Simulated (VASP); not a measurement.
# Ca (Fm-3m) in VASP: further runs

The runs below take Ca through single point, with r2SCAN.

Everything below comes from runs of VASP 6.6.1. Logs are shortened: lines on timing, memory, paths and dates and some standing lists are left out, and cuts for length are marked.

## Step 1: The cell of the first run

It takes space group Fm-3m (No. 225, cubic). The conventional cell has a = 5.567 Å, b = 5.567 Å, c = 5.567 Å, α = 90.00°, β = 90.00°, γ = 90.00°. Within 5.2 Å of Ca (site symmetry m-3m) lie 12 Ca at 3.94 Å.

## Step 2: Single point, r2SCAN

Input file POSCAR:

```
Ca
1.0
    0.0000000000      2.7835023068      2.7835023068
    2.7835023068      0.0000000000      2.7835023068
    2.7835023068      2.7835023068      0.0000000000
Ca
1
Direct
    0.0000000000      0.0000000000      0.0000000000
```

Input file INCAR.step1:

```
ALGO = Normal
EDIFF = 1E-4
ENCUT = 520
GGA = PE
ISMEAR = 1
LASPH = True
LCHARG = False
LREAL = False
LWAVE = True
NBANDS = 11
NELM = 60
PREC = Accurate
SIGMA = 1.0
```

Input file INCAR.step2:

```
ALGO = Normal
EDIFF = 1E-7
ENCUT = 520
ISIF = 2
ISMEAR = 1
ISTART = 1
LASPH = True
LCHARG = True
LELF = True
LMIXTAU = True
LREAL = False
LVHAR = True
LWAVE = False
METAGGA = R2SCAN
NBANDS = 11
NELM = 60
PREC = Accurate
SIGMA = 1.0
```

Input file KPOINTS:

```
k-points
0
Gamma
  10 10 10
```

Potentials or basis: VASP PAW PBE potentials, release 64 (Ca_sv).

On the command line:

```bash
$ cat potpaw_PBE.64/Ca_sv/POTCAR > POTCAR
$ cp INCAR.step1 INCAR
$ mpirun -np 1 vasp_std > vasp.out
$ cp INCAR.step2 INCAR
$ mpirun -np 1 vasp_std > vasp.out
```

OUTCAR:

```text
EDIFF = 1E-7
   ENCUT = 520
   ISIF = 2
   ISMEAR = 1
   ISTART = 1
   LASPH = True
   LREAL = False
   METAGGA = R2SCAN
   NELM = 60
   PREC = Accurate

 ion  position               nearest neighbor table
   1  0.000  0.000  0.000-

  LATTYP: Found a face centered cubic cell.
 ALAT       =     5.5670046136

  Lattice vectors:

 A1 = (   0.0000000000,   2.7835023068,   2.7835023068)
 A2 = (   2.7835023068,   0.0000000000,   2.7835023068)
 A3 = (   2.7835023068,   2.7835023068,   0.0000000000)

Analysis of symmetry for initial positions (statically):
=====================================================================
 Subroutine PRICEL returns:
 Original cell was already a primitive cell.

 Routine SETGRP: Setting up the symmetry group for a
 face centered cubic supercell.

 Subroutine GETGRP returns: Found 48 space group operations
 (whereof 48 operations were pure point group operations)
 out of a pool of 48 trial point group operations.

The static configuration has the point symmetry O_h .

Analysis of symmetry for dynamics (positions and initial velocities):
=====================================================================
 Subroutine PRICEL returns:
 Original cell was already a primitive cell.

 Routine SETGRP: Setting up the symmetry group for a
 face centered cubic supercell.

 Subroutine GETGRP returns: Found 48 space group operations
 (whereof 48 operations were pure point group operations)
 out of a pool of 48 trial point group operations.

The dynamic configuration has the point symmetry O_h .

 Subroutine INISYM returns: Found 48 space group operations
 (whereof 48 operations are pure point group operations),
 and found     1 'primitive' translations

----------------------------------------------------------------------------------------

                                     Primitive cell

  volume of cell :      43.1325

  direct lattice vectors                    reciprocal lattice vectors
     0.000000000  2.783502307  2.783502307    -0.179629813  0.179629813  0.179629813
     2.783502307  0.000000000  2.783502307     0.179629813 -0.179629813  0.179629813
     2.783502307  2.783502307  0.000000000     0.179629813  0.179629813 -0.179629813

  length of vectors
     3.936466713  3.936466713  3.936466713     0.311127963  0.311127963  0.311127963

  position of ions in fractional coordinates (direct lattice)
     0.000000000  0.000000000  0.000000000

  ion indices of the primitive-cell ions
   primitive index   ion index
                 1           1

----------------------------------------------------------------------------------------

 KPOINTS: k-points

Automatic generation of k-mesh.
 Grid dimensions read from file:
 generate k-points for:   10   10   10

 Generating k-lattice:

  Cartesian coordinates                     Fractional coordinates (reciprocal lattice)
    -0.017962981  0.017962981  0.017962981     0.100000000  0.000000000  0.000000000
     0.017962981 -0.017962981  0.017962981     0.000000000  0.100000000  0.000000000
     0.017962981  0.017962981 -0.017962981     0.000000000  0.000000000  0.100000000

  Length of vectors
     0.031112796  0.031112796  0.031112796

  Shift w.r.t. Gamma in fractional coordinates (k-lattice)
     0.000000000  0.000000000  0.000000000

 Subroutine IBZKPT returns following result:
 ===========================================

 Found     47 irreducible k-points:

 Following reciprocal coordinates:
            Coordinates               Weight
  0.000000  0.000000  0.000000      1.000000
  0.100000  0.000000  0.000000      8.000000
  0.200000  0.000000  0.000000      8.000000
  0.300000  0.000000  0.000000      8.000000
  0.400000  0.000000  0.000000      8.000000
  0.500000  0.000000  0.000000      4.000000
[... 16 lines left out ...]
  0.300000  0.300000  0.000000      6.000000
  0.400000  0.300000  0.000000     24.000000
 [... further k-points ...]
   k-points           NKPTS =     47   k-points in BZ     NKDIM =     47   number of bands    NBANDS=     11
   number of dos      NEDOS =    301   number of ions     NIONS =      1
   total plane-waves  NPLWV =  27000
   dimension x,y,z NGX =    30 NGY =   30 NGZ =   30
   dimension x,y,z NGXF=    60 NGYF=   60 NGZF=   60
   ions per type =               1
   NGX,Y,Z   is equivalent  to a cutoff of  12.67, 12.67, 12.67 a.u.
   NGXF,Y,Z  is equivalent  to a cutoff of  25.34, 25.34, 25.34 a.u.
 SYSTEM =  unknown system
   PREC   = accura    normal or accurate (medium, high low for compatibility)
   ISTART =      1    job   : 0-new  1-cont  2-samecut
   ICHARG =      0    charge: 1-file 2-atom 10-const
   ISPIN  =      1    spin polarized calculation?
   LNONCOLLINEAR =      F non collinear calculations
   LSORBIT =      F    spin-orbit coupling
   LASPH  =      T    aspherical Exc in radial PAW
   ENCUT  =  520.0 eV  38.22 Ry    6.18 a.u.   7.32  7.32  7.32*2*pi/ulx,y,z
   NELM   =     60;   NELMIN=  2; NELMDL=  0     # of ELM steps
   EDIFF  = 0.1E-06   stopping-criterion for ELM
   LREAL  =      F    real-space projection
   EDIFFG = 0.1E-05   stopping-criterion for IOM
   NSW    =      0    number of steps for IOM
   IBRION =     -1    ionic relax: 0-MD 1-quasi-New 2-CG
   NFREE  =      0    steps in history (QN), initial steepest desc. (CG)
   ISIF   =      2    stress and relaxation
   ISYM   =      2    0-nonsym 1-usesym 2-fastsym
   POTIM  = 0.5000    time-step for ionic-motion
   TEBEG  =    0.0;   TEEND  =   0.0 temperature during run
   PSTRESS=    0.0 pullay stress
   NELECT =      10.0000    total number of electrons
   NUPDOWN=      -1.0000    fix difference up-down
   EMIN   =  10.00;   EMAX   =-10.00  energy-range for DOS
   EFERMI =   0.00;   METHOD = LEGACY
   ISMEAR =     1;   SIGMA  =   1.00  broadening in eV -4-tet -1-fermi 0-gaus
   EFERMI_NEDOS =   21; number of points for ismear=-14 and -15
   IALGO  =     38    algorithm
   IMIX   =      4    mixing-type and parameters
     AMIX     =   0.40;   BMIX     =  1.00
     AMIX_MAG =   1.60;   BMIX_MAG =  1.00
  volume/ion in A,a.u.               =      43.13       291.07
  Fermi-wavevector in a.u.,A,eV,Ry     =   1.005711  1.900518 13.761678  1.011455
  Thomas-Fermi vector in A             =   2.138408
   LORBIT       =      0    0 simple, 1 ext, 2 COOP (PROOUT), +10 PAW based schemes
   METAGGA = R2SCAN    functional components
   LHFCALC =     F    Hartree Fock is set to
   AEXX    =    0.0000 exact exchange contribution
   IVDW    =     0    specifies the selected vdW correction
   LEPSILON=     F    determine dielectric tensor
   LRPA    =     F    only Hartree local field effects (RPA)
 non-spin polarized calculation
 Methfessel and Paxton  Order N= 1 SIGMA  =   1.00
  energy-cutoff  :      520.00
  volume of cell :       43.13
 maximum number of plane-waves:      1211
 NGX is ok and might be reduce to    30
   NGX = 15   NGY = 15   NGZ = 15

 number of electron       9.9999998 magnetization

 Free energy of the ion-electron system (eV)
  ---------------------------------------------------
  ext. energy  EPLUGINS =         0.00000000
  ---------------------------------------------------
  free energy    TOTEN  =        -7.02199618 eV

  energy without entropy =       -7.03244879  energy(sigma->0) =       -7.02548039

 E-fermi :   1.9378     XC(G=0):  -8.1496

 val. band max:        1.9376713230   @ k =  -0.3000   0.4000   0.1000
 cond. band min:       1.9961708064   @ k =  -0.4000   0.2000   0.0000
 fundamental gap:      0.0584994834
 Fermi energy:         1.9378472148

 k-point     1 :       0.0000    0.0000    0.0000
  band No.  band energies     occupation
      1     -41.9206      2.00000
      2     -21.9508      2.00000
      3     -21.9508      2.00000
      4     -21.9508      2.00000
      5      -2.3395      2.00000
      6       4.5843     -0.00117
      7       4.5843     -0.00117
      8       4.5843     -0.00117
      9       5.6949     -0.00000
     10       5.6949     -0.00000
     11      11.4242     -0.00000

 k-point     2 :       0.1000    0.0000    0.0000
  band No.  band energies     occupation
      1     -41.9194      2.00000
      2     -21.9639      2.00000
      3     -21.9526      2.00000
      4     -21.9525      2.00000
      5      -2.1620      2.00000
      6       4.3806     -0.00298
      7       4.6480     -0.00086
      8       4.6481     -0.00086
      9       5.6385     -0.00000
     10       5.6385     -0.00000
     11      11.5916     -0.00000

 k-point     3 :       0.2000    0.0000    0.0000
  band No.  band energies     occupation
      1     -41.9161      2.00000
      2     -21.9981      2.00000
      3     -21.9572      2.00000
      4     -21.9571      2.00000
      5      -1.6457      2.00000
      6       3.8660     -0.02002
      7       4.7359     -0.00055
      8       4.7359     -0.00055
      9       5.6108     -0.00000
     10       5.6108     -0.00000
     11      10.5021     -0.00000

 k-point     4 :       0.3000    0.0000    0.0000
  band No.  band energies     occupation
      1     -41.9121      2.00000
      2     -22.0399      2.00000
      3     -21.9629      2.00000
      4     -21.9628      2.00000
      5      -0.8415      2.00061
      6       3.1769     -0.07085
      7       4.6539     -0.00084
      8       4.6540     -0.00084
      9       5.8557     -0.00000
     10       5.8557     -0.00000
     11       9.0033     -0.00000

 k-point     5 :       0.4000    0.0000    0.0000
  band No.  band energies     occupation
      1     -41.9088      2.00000
      2     -22.0735      2.00000
      3     -21.9675      2.00000
      4     -21.9675      2.00000
      5       0.1532      2.03006
      6       2.3501      0.36369
      7       4.5102     -0.00167
      8       4.5102     -0.00167
      9       6.2204     -0.00000
     10       6.2204     -0.00000
     11       7.9510     -0.00000
[... 211 lines left out ...]
 k-point    21 :      -0.3000    0.2000    0.0000
  band No.  band energies     occupation
      1     -41.9076      2.00000
      2     -22.0539      2.00000
      3     -22.0012      2.00000
      4     -21.9693      2.00000
      5       0.3257      2.04501
      6       2.8203     -0.01647
      7       3.7411     -0.02861
      8       4.8964     -0.00024
      9       5.7161     -0.00000
     10       6.6417     -0.00000
     11       8.3266     -0.00000

 k-point    22 :      -0.2000    0.2000    0.0000
  band No.  band energies     occupation
      1     -41.9107      2.00000
      2     -22.0334      2.00000
      3     -21.9883      2.00000
      4     -21.9623      2.00000
      5      -0.5758      2.00218
      6       3.3168     -0.06503
      7       4.1064     -0.00893
      8       5.0395     -0.00010
      9       5.2824     -0.00002
     10       6.3286     -0.00000
     11       9.4830     -0.00000

 k-point    23 :       0.3000    0.3000    0.0000
  band No.  band energies     occupation
      1     -41.9092      2.00000
      2     -22.0358      2.00000
      3     -21.9830      2.00000
      4     -21.9830      2.00000
      5      -0.3842      2.00494
      6       3.2076     -0.07033
      7       4.0103     -0.01257
      8       5.4370     -0.00001
      9       5.4370     -0.00001
     10       6.1307     -0.00000
     11      10.3587     -0.00000

 k-point    24 :       0.4000    0.3000    0.0000
  band No.  band energies     occupation
      1     -41.9067      2.00000
      2     -22.0538      2.00000
      3     -21.9928      2.00000
      4     -21.9885      2.00000
      5       0.3067      2.04326
      6       2.9472     -0.05214
      7       3.5908     -0.04128
      8       5.5511     -0.00000
      9       5.8590     -0.00000
     10       6.3391     -0.00000
     11       8.9628     -0.00000

 [... further k-points ...]
[... 5 lines left out ...]
  --------------------------------------------------------------------------------------
  -------------------------------------------------------------------------------------
  Total        0.0111672      0.0111672      0.0111672      0.0000000      0.0000000      0.0000000
  in kB        0.4148121      0.4148121      0.4148121      0.0000000      0.0000000      0.0000000
  external PRESSURE =       0.4148121 kB  Pullay stress =       0.0000000 kB

 VOLUME and BASIS-vectors are now :
 -----------------------------------------------------------------------------
  energy-cutoff  :      520.00
  volume of cell :       43.13
      direct lattice vectors                 reciprocal lattice vectors
     0.000000000  2.783502307  2.783502307    -0.179629813  0.179629813  0.179629813
     2.783502307  0.000000000  2.783502307     0.179629813 -0.179629813  0.179629813
     2.783502307  2.783502307  0.000000000     0.179629813  0.179629813 -0.179629813

 POSITION                                       TOTAL-FORCE (eV/Angst)
 -----------------------------------------------------------------------------------
      0.00000      0.00000      0.00000         0.000000      0.000000      0.000000
 -----------------------------------------------------------------------------------
    total drift:                               -0.000000     -0.000000      0.000000

  FREE ENERGIE OF THE ION-ELECTRON SYSTEM (eV)
  ---------------------------------------------------
  free  energy   TOTEN  =        -7.0219961819 eV

  energy  without entropy=       -7.0324487923  energy(sigma->0) =       -7.02548039
```

Run time: 83 s. Hardware: 1 thread of Intel Xeon 8259CL, shared host; peak memory 0.18 GiB.

Results:

- Free energy: -7.0220 eV
- Pressure: 0.0 GPa
- Band gap on the k mesh: zero (bands 5 and 6 overlap by 0.48 eV)

Caveat: so wide a smearing shifts energies and pressures; the PAW data sets were made with another functional, which shifts forces and pressure a little.

## Step 3: Single point, r2SCAN

POSCAR is that of step 2.

Input file INCAR.step1:

```
  ALGO = Normal
  EDIFF = 1E-4
  ENCUT = 520
  GGA = PE
  ISMEAR = 1
  LASPH = T
  LCHARG = F
  LREAL = F
  LWAVE = T
  NBANDS = 11
  NELM = 100
  PREC = Accurate
  SIGMA = 0.03
```

Input file INCAR.step2:

```
  ALGO = Normal
  EDIFF = 1E-7
  ENCUT = 520
  ISIF = 2
  ISMEAR = 1
  ISTART = 1
  LASPH = T
  LCHARG = T
  LELF = T
  LMIXTAU = T
  LREAL = F
  LVHAR = T
  LWAVE = F
  METAGGA = R2SCAN
  NBANDS = 11
  NELM = 100
  PREC = Accurate
  SIGMA = 0.03
```

KPOINTS is that of step 2.

Potentials or basis: VASP PAW PBE potentials, release 64 (Ca_sv).

On the command line:

```bash
$ cat potpaw_PBE.64/Ca_sv/POTCAR > POTCAR
$ cp INCAR.step1 INCAR
$ mpirun -np 1 vasp_std > vasp.out
$ cp INCAR.step2 INCAR
$ mpirun -np 1 vasp_std > vasp.out
```

It took 83 s on 1 thread of Intel Xeon 8259CL, shared host; peak memory 0.18 GiB.

It converged, with:

```
Free energy            : -7.0349 eV
Pressure               : 0.0 GPa
Band gap on the k mesh : zero (bands 5 and 6 overlap by 0.48 eV)
```

Levels at points of the mesh, in eV from the Fermi level:
```csv
k point,band 3,band 4,band 5,band 6,band 7,band 8
"(0.00, 0.00, 0.00)",-23.89,-23.89,-4.27,2.66,2.66,2.66
"(0.50, 0.00, 0.00)",-23.90,-23.90,-0.96,-0.32,2.51,2.51
"(0.50, 0.50, 0.00)",-23.93,-23.93,-0.40,0.75,0.88,4.44
```

Caveat: the PAW data sets were made with another functional, which shifts forces and pressure a little.

(Part 1 of 2 ends here.)

The gap in the log of VASP goes by the Fermi energy; the results here count the filled bands.